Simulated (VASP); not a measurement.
# Rh (Im-3m) in VASP: further runs

The runs below take Rh through single point, with RPBE.

Program: VASP 6.6.1. These are calculated values, not measurements. Logs are shortened: lines on timing, memory, paths and dates and some standing lists are left out, and cuts for length are marked.

### Step 1. The cell of the first run

The structure is cubic, space group Im-3m (No. 229). Conventional cell: a = 3.008 Å, b = 3.008 Å, c = 3.008 Å, α = 90.00°, β = 90.00°, γ = 90.00°. Rh (site symmetry m-3m) has 14 Rh at 2.60 to 3.01 Å within 3.4 Å.

### Step 2. Single point, RPBE (volume scaled by 0.92)

INCAR reads:

```
PREC = Accurate
ENCUT = 520
EDIFF = 1E-6
ISMEAR = -1
SIGMA = 0.1
LREAL = F
LASPH = T
NELM = 60
ALGO = Normal
ISIF = 2
LWAVE = F
LCHARG = F
GGA = RP
NBANDS = 14
```

KPOINTS reads:

```
regular mesh
0
Gamma
  16 16 16
```

POSCAR reads:

```
Rh
1.0
   -1.5039293437      1.5039293437      1.5039293437
    1.5039293437     -1.5039293437      1.5039293437
    1.5039293437      1.5039293437     -1.5039293437
Rh
1
Direct
    0.0000000000      0.0000000000      0.0000000000
```

Potentials or basis: VASP PAW PBE potentials, release 64 (Rh_pv).

Command:

```console
cat potpaw_PBE.64/Rh_pv/POTCAR > POTCAR
mpirun -np 1 vasp_std > vasp.out
```

OUTCAR:

```text
PREC = Accurate
   ENCUT = 520
   EDIFF = 1E-6
   ISMEAR = -1
   LREAL = F
   LASPH = T
   NELM = 60
   ISIF = 2
   GGA = RP

 ion  position               nearest neighbor table
   1  0.000  0.000  0.000-

  LATTYP: Found a body centered cubic cell.
 ALAT       =     3.0078586874

  Lattice vectors:

 A1 = (  -1.5039293437,   1.5039293437,   1.5039293437)
 A2 = (   1.5039293437,  -1.5039293437,   1.5039293437)
 A3 = (   1.5039293437,   1.5039293437,  -1.5039293437)

Analysis of symmetry for initial positions (statically):
=====================================================================
 Subroutine PRICEL returns:
 Original cell was already a primitive cell.

 Routine SETGRP: Setting up the symmetry group for a
 body centered cubic supercell.

 Subroutine GETGRP returns: Found 48 space group operations
 (whereof 48 operations were pure point group operations)
 out of a pool of 48 trial point group operations.

The static configuration has the point symmetry O_h .

Analysis of symmetry for dynamics (positions and initial velocities):
=====================================================================
 Subroutine PRICEL returns:
 Original cell was already a primitive cell.

 Routine SETGRP: Setting up the symmetry group for a
 body centered cubic supercell.

 Subroutine GETGRP returns: Found 48 space group operations
 (whereof 48 operations were pure point group operations)
 out of a pool of 48 trial point group operations.

The dynamic configuration has the point symmetry O_h .

 Subroutine INISYM returns: Found 48 space group operations
 (whereof 48 operations are pure point group operations),
 and found     1 'primitive' translations

----------------------------------------------------------------------------------------

                                     Primitive cell

  volume of cell :      13.6064

  direct lattice vectors                    reciprocal lattice vectors
    -1.503929344  1.503929344  1.503929344     0.000000000  0.332462427  0.332462427
     1.503929344 -1.503929344  1.503929344     0.332462427  0.000000000  0.332462427
     1.503929344  1.503929344 -1.503929344     0.332462427  0.332462427  0.000000000

  length of vectors
     2.604882034  2.604882034  2.604882034     0.470172874  0.470172874  0.470172874

  position of ions in fractional coordinates (direct lattice)
     0.000000000  0.000000000  0.000000000
[... 76 lines left out ...]
   EDIFF  = 0.1E-05   stopping-criterion for ELM
   LREAL  =      F    real-space projection
   EDIFFG = 0.1E-04   stopping-criterion for IOM
   NSW    =      0    number of steps for IOM
   IBRION =     -1    ionic relax: 0-MD 1-quasi-New 2-CG
   NFREE  =      0    steps in history (QN), initial steepest desc. (CG)
   ISIF   =      2    stress and relaxation
   ISYM   =      2    0-nonsym 1-usesym 2-fastsym
   POTIM  = 0.5000    time-step for ionic-motion
   TEBEG  =    0.0;   TEEND  =   0.0 temperature during run
   PSTRESS=    0.0 pullay stress
   NELECT =      15.0000    total number of electrons
   NUPDOWN=      -1.0000    fix difference up-down
   EMIN   =  10.00;   EMAX   =-10.00  energy-range for DOS
   EFERMI =   0.00;   METHOD = LEGACY
   ISMEAR =    -1;   SIGMA  =   0.10  broadening in eV -4-tet -1-fermi 0-gaus
   EFERMI_NEDOS =   21; number of points for ismear=-14 and -15
   IALGO  =     38    algorithm
   IMIX   =      4    mixing-type and parameters
     AMIX     =   0.40;   BMIX     =  1.00
     AMIX_MAG =   1.60;   BMIX_MAG =  1.00
  volume/ion in A,a.u.               =      13.61        91.82
  Fermi-wavevector in a.u.,A,eV,Ry     =   1.691185  3.195877 38.914121  2.860107
  Thomas-Fermi vector in A             =   2.772997
   LORBIT       =      0    0 simple, 1 ext, 2 COOP (PROOUT), +10 PAW based schemes
   GGA     = RP    functional components
   LHFCALC =     F    Hartree Fock is set to
   AEXX    =    0.0000 exact exchange contribution
   IVDW    =     0    specifies the selected vdW correction
   LEPSILON=     F    determine dielectric tensor
   LRPA    =     F    only Hartree local field effects (RPA)
 non-spin polarized calculation
  energy-cutoff  :      520.00
  volume of cell :       13.61
 maximum number of plane-waves:       378
   NGX =  9   NGY =  9   NGZ =  9

 number of electron      14.9999994 magnetization

 Free energy of the ion-electron system (eV)
  ---------------------------------------------------
  ext. energy  EPLUGINS =         0.00000000
  ---------------------------------------------------
  free energy    TOTEN  =        -6.24282124 eV

  energy without entropy =       -6.17092037  energy(sigma->0) =       -6.20687081

 E-fermi :  12.0010     XC(G=0): -13.9815

 val. band max:       11.9933021490   @ k =   0.3125   0.1875   0.0625
 cond. band min:      12.0082568272   @ k =  -0.4375   0.5000   0.3125
 fundamental gap:      0.0149546783
 Fermi energy:        12.0010204360

 k-point     1 :       0.0000    0.0000    0.0000
  band No.  band energies     occupation
      1     -34.0613      2.00000
      2     -34.0613      2.00000
      3     -34.0613      2.00000
      4       4.1917      2.00000
      5       8.9901      2.00000
      6       8.9901      2.00000
      7       8.9901      2.00000
      8      11.5152      1.98459
      9      11.5152      1.98459
     10      30.5408      0.00000
     11      30.5408      0.00000
     12      30.5408      0.00000
     13      33.0551      0.00000
     14      40.9007      0.00000
[... 377 lines left out ...]
      1     -34.6671      2.00000
      2     -34.3138      2.00000
      3     -34.1264      2.00000
      4       6.9706      2.00000
      5       7.9231      2.00000
      6       9.0713      2.00000
      7      11.0703      1.99982
      8      12.0176      0.91716
      9      14.4366      0.00000
     10      25.4686      0.00000
     11      26.8920      0.00000
     12      31.0594      0.00000
     13      33.0566      0.00000
     14      34.7102      0.00000

 [... further k-points ...]
[... 5 lines left out ...]
  --------------------------------------------------------------------------------------
  -------------------------------------------------------------------------------------
  Total        1.8890482      1.8890482      1.8890482      0.0000000      0.0000000      0.0000000
  in kB      222.4392016    222.4392016    222.4392016      0.0000000      0.0000000      0.0000000
  external PRESSURE =     222.4392016 kB  Pullay stress =       0.0000000 kB

 VOLUME and BASIS-vectors are now :
 -----------------------------------------------------------------------------
  energy-cutoff  :      520.00
  volume of cell :       13.61
      direct lattice vectors                 reciprocal lattice vectors
    -1.503929344  1.503929344  1.503929344     0.000000000  0.332462427  0.332462427
     1.503929344 -1.503929344  1.503929344     0.332462427  0.000000000  0.332462427
     1.503929344  1.503929344 -1.503929344     0.332462427  0.332462427  0.000000000

 POSITION                                       TOTAL-FORCE (eV/Angst)
 -----------------------------------------------------------------------------------
      0.00000      0.00000      0.00000         0.000000      0.000000      0.000000
 -----------------------------------------------------------------------------------
    total drift:                                0.000000      0.000000      0.000000

  FREE ENERGIE OF THE ION-ELECTRON SYSTEM (eV)
  ---------------------------------------------------
  free  energy   TOTEN  =        -6.2428212379 eV

  energy  without entropy=       -6.1709203738  energy(sigma->0) =       -6.20687081
```

OSZICAR:

```text
N       E                     dE             d eps       ncg     rms          rms(c)
DAV:   1     0.119164422297E+03    0.11916E+03   -0.87680E+03  4074   0.115E+03
DAV:   2    -0.507503480491E+01   -0.12424E+03   -0.11912E+03  4516   0.340E+02
DAV:   3    -0.659261365381E+01   -0.15176E+01   -0.15147E+01  4858   0.411E+01
DAV:   4    -0.659815350668E+01   -0.55399E-02   -0.55397E-02  4714   0.254E+00
DAV:   5    -0.659820373776E+01   -0.50231E-04   -0.50232E-04  4816   0.213E-01    0.106E+01
DAV:   6    -0.625974041220E+01    0.33846E+00   -0.58334E-01  4294   0.103E+01    0.448E+00
DAV:   7    -0.624519577847E+01    0.14545E-01   -0.18944E-02  4786   0.165E+00    0.200E+00
DAV:   8    -0.624289267024E+01    0.23031E-02   -0.30584E-03  4228   0.725E-01    0.177E-01
DAV:   9    -0.624282048723E+01    0.72183E-04   -0.56756E-05  4738   0.103E-01    0.111E-02
DAV:  10    -0.624282123790E+01   -0.75067E-06   -0.33550E-06  4582   0.228E-02
   1 F= -.62428212E+01 E0= -.62068708E+01  d E =-.719009E-01
```

Wall time 15 s (1 thread of Intel Xeon Platinum 8488C (Sapphire Rapids), shared host); peak memory 0.14 GiB.

Results:

| Item | Value |
| --- | --- |
| Free energy | -6.2428 eV |
| Pressure | 22.2 GPa |

Caveat: the cell differs from its parent crystal (volume scaled by 0.92); the PAW data sets were made with another functional, which shifts forces and pressure a little.

### Step 3. Single point, RPBE (volume scaled by 0.96)

INCAR reads:

```
ALGO = Normal
EDIFF = 1E-6
ENCUT = 520
GGA = RP
ISIF = 2
ISMEAR = -1
LASPH = True
LCHARG = True
LELF = True
LREAL = False
LVHAR = True
LWAVE = False
NBANDS = 14
NELM = 100
PREC = Accurate
SIGMA = 0.1
```

KPOINTS reads:

```
k-points
0
Gamma
  16 16 16
```

POSCAR reads:

```
Rh
1.0
   -1.5254169517      1.5254169517      1.5254169517
    1.5254169517     -1.5254169517      1.5254169517
    1.5254169517      1.5254169517     -1.5254169517
Rh
1
Direct
    0.0000000000      0.0000000000      0.0000000000
```

Potentials or basis: VASP PAW PBE potentials, release 64 (Rh_pv).

Command:

```console
cat potpaw_PBE.64/Rh_pv/POTCAR > POTCAR
mpirun -np 1 vasp_std > vasp.out
```

It took 19 s on 1 thread of Intel Xeon Platinum 8488C (Sapphire Rapids), shared host; peak memory 0.14 GiB.

Results (log left out):

* Free energy: -6.3013 eV
* Pressure: 9.8 GPa

Levels at points of the mesh, in eV from the Fermi level:
```csv
k point,band 6,band 7,band 8,band 9,band 10,band 11
"(0.00, 0.00, 0.00)",-2.82,-2.82,-0.45,-0.45,18.48,18.48
"(0.50, 0.00, 0.00)",-0.50,-0.11,1.37,1.56,9.24,14.61
"(0.50, 0.50, 0.50)",1.07,1.07,1.07,9.46,9.46,9.46
```

Caveat: the cell differs from its parent crystal (volume scaled by 0.96); the PAW data sets were made with another functional, which shifts forces and pressure a little.

### Step 4. Single point, RPBE

This run uses another cell than the first one, of 14.79 Å³/atom, 1.087 times its volume.

INCAR reads:

```
PREC = Accurate ; ENCUT = 520
EDIFF = 1E-6 ; ISMEAR = -1
SIGMA = 0.1 ; LREAL = False
LASPH = True ; NELM = 60
ALGO = Normal ; ISIF = 2
LWAVE = False ; LCHARG = False
GGA = RP ; NBANDS = 14
```

KPOINTS reads:

```
regular mesh
0
Gamma
  16 16 16
```

POSCAR reads:

```
Rh
1.0
   -1.5463156713      1.5463156713      1.5463156713
    1.5463156713     -1.5463156713      1.5463156713
    1.5463156713      1.5463156713     -1.5463156713
Rh
1
Direct
    0.0000000000      0.0000000000      0.0000000000
```

Command:

```console
cat potpaw_PBE.64/Rh_pv/POTCAR > POTCAR
mpirun -np 1 vasp_std > vasp.out
```

It took 19 s on 1 thread of Intel Xeon Platinum 8488C (Sapphire Rapids), shared host; peak memory 0.14 GiB.

The run converged. Its results:

| Item | Value |
| --- | --- |
| Free energy | -6.3192 eV |
| Pressure | 0.2 GPa |

Levels at points of the mesh, in eV from the Fermi level:
```
           k point  band 4  band 5  band 6  band 7  band 8  band 9  band 10  band 11  band 12  band 13
(0.00, 0.00, 0.00)   -7.23   -2.65   -2.65   -2.65   -0.42   -0.42    18.40    18.40    18.40    21.26
(0.50, 0.00, 0.00)   -5.36   -4.04   -0.48   -0.11    1.39    1.45     8.80    14.52    17.96    21.26
(0.50, 0.50, 0.50)   -5.33   -5.33    0.99    0.99    0.99    9.26     9.26     9.26    18.37    18.37
```

Caveat: the PAW data sets were made with another functional, which shifts forces and pressure a little.

### Step 5. Single point, RPBE (volume scaled by 1.04)

INCAR reads:

```
SYSTEM = Rh
ALGO = Normal
EDIFF = 1E-7
ENCUT = 520
GGA = RP
ISIF = 2
ISMEAR = -1
LASPH = .True.
LCHARG = .False.
LREAL = .False.
LWAVE = .False.
NBANDS = 14
NELM = 100
PREC = Accurate
SIGMA = 0.1
```

KPOINTS reads:

```
k-points
0
Gamma
  16 16 16
  0 0 0
```

POSCAR reads:

```
Rh
1.0
   -1.5666642637      1.5666642637      1.5666642637
    1.5666642637     -1.5666642637      1.5666642637
    1.5666642637      1.5666642637     -1.5666642637
Rh
1
Direct
    0.0000000000      0.0000000000      0.0000000000
```

Potentials or basis: VASP PAW PBE potentials, release 64 (Rh_pv).

Command:

```console
cat potpaw_PBE.64/Rh_pv/POTCAR > POTCAR
mpirun -np 1 vasp_std > vasp.out
```

OUTCAR:

```text
SYSTEM = Rh
   EDIFF = 1E-7
   ENCUT = 520
   GGA = RP
   ISIF = 2
   ISMEAR = -1
   LASPH = .True.
   LREAL = .False.
   NELM = 100
   PREC = Accurate

 ion  position               nearest neighbor table
   1  0.000  0.000  0.000-

  LATTYP: Found a body centered cubic cell.
 ALAT       =     3.1333285274

  Lattice vectors:

 A1 = (  -1.5666642637,   1.5666642637,   1.5666642637)
 A2 = (   1.5666642637,  -1.5666642637,   1.5666642637)
 A3 = (   1.5666642637,   1.5666642637,  -1.5666642637)

Analysis of symmetry for initial positions (statically):
=====================================================================
 Subroutine PRICEL returns:
 Original cell was already a primitive cell.

 Routine SETGRP: Setting up the symmetry group for a
 body centered cubic supercell.

 Subroutine GETGRP returns: Found 48 space group operations
 (whereof 48 operations were pure point group operations)
 out of a pool of 48 trial point group operations.

The static configuration has the point symmetry O_h .

Analysis of symmetry for dynamics (positions and initial velocities):
=====================================================================
 Subroutine PRICEL returns:
 Original cell was already a primitive cell.

 Routine SETGRP: Setting up the symmetry group for a
 body centered cubic supercell.

 Subroutine GETGRP returns: Found 48 space group operations
 (whereof 48 operations were pure point group operations)
 out of a pool of 48 trial point group operations.

The dynamic configuration has the point symmetry O_h .

 Subroutine INISYM returns: Found 48 space group operations
 (whereof 48 operations are pure point group operations),
 and found     1 'primitive' translations

----------------------------------------------------------------------------------------

                                     Primitive cell

  volume of cell :      15.3811

[... 106 lines left out ...]
     AMIX_MAG =   1.60;   BMIX_MAG =  1.00
  volume/ion in A,a.u.               =      15.38       103.80
  Fermi-wavevector in a.u.,A,eV,Ry     =   1.623464  3.067902 35.859994  2.635635
  Thomas-Fermi vector in A             =   2.716910
   LORBIT       =      0    0 simple, 1 ext, 2 COOP (PROOUT), +10 PAW based schemes
   GGA     = RP    functional components
   LHFCALC =     F    Hartree Fock is set to
   AEXX    =    0.0000 exact exchange contribution
   IVDW    =     0    specifies the selected vdW correction
   LEPSILON=     F    determine dielectric tensor
   LRPA    =     F    only Hartree local field effects (RPA)
 non-spin polarized calculation
  energy-cutoff  :      520.00
  volume of cell :       15.38
 maximum number of plane-waves:       427
   NGX =  9   NGY =  9   NGZ =  9

 number of electron      15.0000000 magnetization

 Free energy of the ion-electron system (eV)
  ---------------------------------------------------
  ext. energy  EPLUGINS =         0.00000000
  ---------------------------------------------------
  free energy    TOTEN  =        -6.30541498 eV

  energy without entropy =       -6.22200659  energy(sigma->0) =       -6.26371079

 E-fermi :   9.9168     XC(G=0): -13.1947

 val. band max:        9.9159040960   @ k =   0.3750   0.1875   0.0625
 cond. band min:       9.9200093605   @ k =  -0.1875   0.2500   0.0625
 fundamental gap:      0.0041052645
 Fermi energy:         9.9168344844

 k-point     1 :       0.0000    0.0000    0.0000
  band No.  band energies     occupation
      1     -35.9908      2.00000
      2     -35.9908      2.00000
      3     -35.9908      2.00000
      4       2.9497      2.00000
      5       7.4148      2.00000
      6       7.4148      2.00000
      7       7.4148      2.00000
      8       9.5282      1.95980
      9       9.5282      1.95980
     10      28.2374      0.00000
     11      28.2374      0.00000
     12      28.2374      0.00000
     13      31.2701      0.00000
     14      37.1092      0.00000
[... 377 lines left out ...]
      1     -36.3861      2.00000
      2     -36.1566      2.00000
      3     -36.0329      2.00000
      4       5.6672      2.00000
      5       6.5407      2.00000
      6       7.4530      2.00000
      7       9.1594      1.99897
      8       9.9151      1.00856
      9      12.0099      0.00000
     10      22.1958      0.00000
     11      23.7138      0.00000
     12      27.7155      0.00000
     13      31.2698      0.00000
     14      31.6471      0.00000

 [... further k-points ...]
[... 5 lines left out ...]
  --------------------------------------------------------------------------------------
  -------------------------------------------------------------------------------------
  Total       -0.7145166     -0.7145166     -0.7145166     -0.0000000      0.0000000      0.0000000
  in kB      -74.4277822    -74.4277822    -74.4277822     -0.0000000      0.0000000      0.0000000
  external PRESSURE =     -74.4277822 kB  Pullay stress =       0.0000000 kB

 VOLUME and BASIS-vectors are now :
 -----------------------------------------------------------------------------
  energy-cutoff  :      520.00
  volume of cell :       15.38
      direct lattice vectors                 reciprocal lattice vectors
    -1.566664264  1.566664264  1.566664264     0.000000000  0.319149426  0.319149426
     1.566664264 -1.566664264  1.566664264     0.319149426  0.000000000  0.319149426
     1.566664264  1.566664264 -1.566664264     0.319149426  0.319149426  0.000000000

 POSITION                                       TOTAL-FORCE (eV/Angst)
 -----------------------------------------------------------------------------------
      0.00000      0.00000      0.00000         0.000000     -0.000000      0.000000
 -----------------------------------------------------------------------------------
    total drift:                                0.000000     -0.000000      0.000000

  FREE ENERGIE OF THE ION-ELECTRON SYSTEM (eV)
  ---------------------------------------------------
  free  energy   TOTEN  =        -6.3054149843 eV

  energy  without entropy=       -6.2220065906  energy(sigma->0) =       -6.26371079
```

OSZICAR:

```text
N       E                     dE             d eps       ncg     rms          rms(c)
DAV:   1     0.123385337631E+03    0.12339E+03   -0.88806E+03  4080   0.113E+03
DAV:   2    -0.501330338806E+01   -0.12840E+03   -0.12263E+03  4414   0.337E+02
DAV:   3    -0.665983706020E+01   -0.16465E+01   -0.16422E+01  5008   0.421E+01
DAV:   4    -0.666690026044E+01   -0.70632E-02   -0.70628E-02  4822   0.282E+00
DAV:   5    -0.666697153888E+01   -0.71278E-04   -0.71276E-04  5010   0.251E-01    0.759E+00
DAV:   6    -0.631325944994E+01    0.35371E+00   -0.70162E-01  4444   0.109E+01    0.295E+00
DAV:   7    -0.630692532916E+01    0.63341E-02   -0.13380E-02  4966   0.108E+00    0.156E+00
DAV:   8    -0.630545534212E+01    0.14700E-02   -0.23988E-03  4384   0.639E-01    0.977E-02
DAV:   9    -0.630541479728E+01    0.40545E-04   -0.49378E-05  4876   0.941E-02    0.131E-02
DAV:  10    -0.630541514801E+01   -0.35072E-06   -0.55010E-06  4732   0.276E-02    0.301E-03
DAV:  11    -0.630541470399E+01    0.44402E-06   -0.81321E-08  3612   0.331E-03    0.480E-04
DAV:  12    -0.630541498085E+01   -0.27686E-06   -0.80091E-09  2306   0.109E-03    0.137E-04
DAV:  13    -0.630541498429E+01   -0.34379E-08   -0.76477E-10  2138   0.351E-04
   1 F= -.63054150E+01 E0= -.62637108E+01  d E =-.834084E-01
```

It took 17 s on 1 thread of Intel Xeon Platinum 8488C (Sapphire Rapids), shared host; peak memory 0.14 GiB.

Results:

```yaml
Free_energy: -6.3054 eV
Pressure: -7.4 GPa
```

Caveat: the cell differs from its parent crystal (volume scaled by 1.04); the PAW data sets were made with another functional, which shifts forces and pressure a little.

### Step 6. Summary

```csv
cell,gap on the mesh (eV),pressure (GPa)
"a = 2.605 Å, angles 109.5°, 1 atom",none,22.2
"a = 2.642 Å, angles 109.5°, 1 atom",none,9.8
"a = 2.678 Å, angles 109.5°, 1 atom",none,0.2
"a = 2.714 Å, angles 109.5°, 1 atom",none,-7.4
```

Alike in all rows: task single point; level RPBE; potentials or basis VASP PAW PBE potentials, release 64 (Rh_pv); no spin polarisation; k mesh 16 × 16 × 16; cutoff (eV) 520; smearing fermi-dirac 0.1 eV.

Caveats: the PAW data sets were made with another functional, which shifts forces and pressure a little.

Absolute energies hang on the potentials; compare differences alone.
